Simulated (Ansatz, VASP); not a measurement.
# TiCo3: VASP beside Ansatz

INCAR

```
  ALGO = Normal
  EDIFF = 1E-6
  ENCUT = 520
  GGA = PS
  ISIF = 2
  ISMEAR = -1
  LASPH = True
  LCHARG = True
  LELF = True
  LREAL = False
  LVHAR = True
  LWAVE = False
  NBANDS = 28
  NELM = 80
  PREC = Accurate
  SIGMA = 0.05
```

KPOINTS

```
k-points
0
Gamma
  10 10 10
```

The input POSCAR:

```
TiCo3
1.0
    3.6410373889      0.0000000000      0.0000000000
    0.0000000000      3.6410373889      0.0000000000
    0.0000000000      0.0000000000      3.6410373889
Ti Co
1 3
Direct
    0.0000000000      0.0000000000      0.0000000000
    0.0000000000      0.5000000000      0.5000000000
    0.5000000000      0.0000000000      0.5000000000
    0.5000000000      0.5000000000      0.0000000000
```

Input for Ansatz:

```yaml
crystal:
  lattice:
    - [3.6410373889, 0.0, 0.0]
    - [0.0, 3.6410373889, 0.0]
    - [0.0, 0.0, 3.6410373889]
  atoms:
    - { symbol: Ti, position: [0.0, 0.0, 0.0] }
    - { symbol: Co, position: [0.0, 0.5, 0.5] }
    - { symbol: Co, position: [0.5, 0.0, 0.5] }
    - { symbol: Co, position: [0.5, 0.5, 0.0] }
kpoints:
  mp_grid: { grid: [10, 10, 10] }
scf:
  occupations: { method: fermi_dirac, width: 0.05 }
  lower_state_search: "off"
hamiltonian:
  xc: pbesol
  pseudopotentials: { kind: paw }
output:
  forces: true
  stress: true
  eigenvalues: true
  write_density: true
  write_potential: true
  elf: true
  volumetric_format: npy
```

Change from the starting cell: volume scaled by 1.06, no spin polarisation, PAW files.

Alike in both runs: task single point; functional PBEsol; k mesh 10 × 10 × 10; occupations fermi-dirac, width 0.05 eV; no spin polarisation.

```csv
,VASP,Ansatz
version,VASP 6.6.1,Ansatz 0.2.0
potentials or method,"VASP PAW PBE potentials, release 64 (Ti_sv, Co)","PAW with Ansatz's default frozen-core files, scalar-relativistic"
plane-wave cutoff (eV),520,420
valence electrons in the cell,39,63
```

```csv
,VASP,Ansatz,Ansatz less VASP
pressure (GPa),-19.0,-18.7,+0.32
```

VASP's potentials were made for PBE, not for PBEsol. With one functional, cell and mesh, what is left measures potentials, basis and numerics. VASP's potentials hold 39 valence electrons a cell and Ansatz's 63, so a difference there can come from the potentials and not from the codes.
